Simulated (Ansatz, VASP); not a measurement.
# One calculation of Nb, two programs

```xyz
4
Lattice="2.8591 0.0000 0.0000 -1.4296 2.4761 0.0000 0.0000 0.0000 10.4973" Properties=species:S:1:pos:R:3 pbc="T T T"
Nb    2.8591    0.0000    0.0000
Nb    1.4296    2.4761    5.2487
Nb    0.0000    1.6507    2.6243
Nb    1.4296    0.8254    7.8730
```

Alike in both runs: task single point; functional r2SCAN; k mesh 14 × 14 × 4; occupations fermi-dirac, width 0.1 eV; no spin polarisation.

```csv
,VASP,Ansatz
version,VASP 6.6.1,Ansatz 0.2.0
potentials or method,"VASP PAW PBE potentials, release 64 (Nb_sv), cutoff 520 eV","plane waves (500 eV) with PAW, scalar-relativistic"
valence electrons in the cell,52,52
```

VASP gave:

- pressure (GPa): -0.2
- traceless stress, the component that is largest in VASP (GPa): -0.22

Estimate Ansatz's values.

pressure (GPa): 0.0; traceless stress, the component that is largest in VASP (GPa): -0.19.

VASP's potentials were made for PBE, not for r2SCAN. The functional is the same, so the differences come from potentials, cutoffs and numerics.
